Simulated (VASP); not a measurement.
Input of a VASP 6.6.1 run:

The input INCAR:

```
SYSTEM = Pb
  PREC = Accurate
  ENCUT = 520
  EDIFF = 1E-7
  ISMEAR = 0
  SIGMA = 0.1
  LREAL = .False.
  LASPH = .True.
  NELM = 100
  ALGO = Fast
  ISIF = 2
  LWAVE = .False.
  LCHARG = .True.
  GGA = PE
  LELF = .True.
  LVHAR = .True.
  NBANDS = 21
```

File KPOINTS:

```
Automatic mesh
0
Gamma
  6 6 4
  0 0 0
```

File POSCAR:

```
Pb
1.0
    2.7199967399      0.0000000000      0.0000000000
   -1.3599983699      2.3555862750      0.0000000000
    0.0000000000      0.0000000000      4.2967707664
Pb
2
Direct
    0.3333333333      0.6666666667      0.2500000000
    0.6666666667      0.3333333333      0.7500000000
```

Potentials or basis: VASP PAW PBE potentials, release 64 (Pb_d).

Run with:

```bash
$ cat potpaw_PBE.64/Pb_d/POTCAR > POTCAR
$ mpirun -np 1 vasp_std > vasp.out
```

(1) What does it give for the band gap on the k mesh?

(2) Estimate the pressure.

Results:

(1) zero (band 14 reaches 28.69 eV, above the bottom of band 15 at 17.53 eV).

(2) 261.7 GPa.

Caveat: the k points lie up to 0.44 Å⁻¹ apart; spin-orbit coupling is left out, which moves the levels of the heavy elements.
